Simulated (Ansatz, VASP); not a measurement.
# One calculation of Zn, two programs

The input INCAR:

```
PREC = Accurate
ENCUT = 520
EDIFF = 1E-6
ISMEAR = -1
SIGMA = 0.1
LREAL = F
LASPH = T
NELM = 80
ALGO = Normal
ISIF = 2
LWAVE = F
LCHARG = F
GGA = CA
NBANDS = 12
```

The input KPOINTS:

```
Automatic mesh
0
Gamma
  14 14 14
```

POSCAR

```
Zn
1.0
    2.4173587325      0.0000000000      0.0000000000
    0.0000000000      2.4173587325      0.0000000000
    0.0000000000      0.0000000000      2.4173587325
Zn
1
Direct
    0.0000000000      0.0000000000      0.0000000000
```

Input for Ansatz:

```yaml
crystal:
  lattice:
    - [2.4173587325, 0.0, 0.0]
    - [0.0, 2.4173587325, 0.0]
    - [0.0, 0.0, 2.4173587325]
  atoms:
    - { symbol: Zn, position: [0.0, 0.0, 0.0] }
hamiltonian:
  xc: lda
  pseudopotentials:
    kind: paw
    azcp:
      Zn: "pseudopotentials/Zn.paw.azcp"
basis:
  ecutwfc: 420
  fft_grid_basis: typed
kpoints:
  mp_grid: { grid: [14, 14, 14], shift: [0, 0, 0] }
magnetization:
  spin_polarized: false
scf:
  occupations: { method: fermi_dirac, width: 0.1 }
  lower_state_search: "off"
output:
  stress: true
```

Alike in both runs: task single point; functional LDA; k mesh 14 × 14 × 14; occupations fermi-dirac, width 0.1 eV; no spin polarisation.

|  | VASP | Ansatz |
| --- | --- | --- |
| version | VASP 6.6.1 | Ansatz 0.2.0 |
| potentials or method | VASP PAW LDA potentials, release 64 (Zn), cutoff 520 eV | plane waves (420 eV) with PAW, scalar-relativistic |
| valence electrons in the cell | 12 | 12 |

Ansatz gave:

| Quantity | Value |
| --- | --- |
| pressure (GPa) | 12.7 |

Q: What did VASP give for the same quantities?

A: Pressure (GPa): 13.6.

Ansatz warns that its potentials were made for another functional, while VASP's fit it. LDA's correlation is that of Perdew and Zunger in VASP and of Perdew and Wang (1992) in Ansatz.
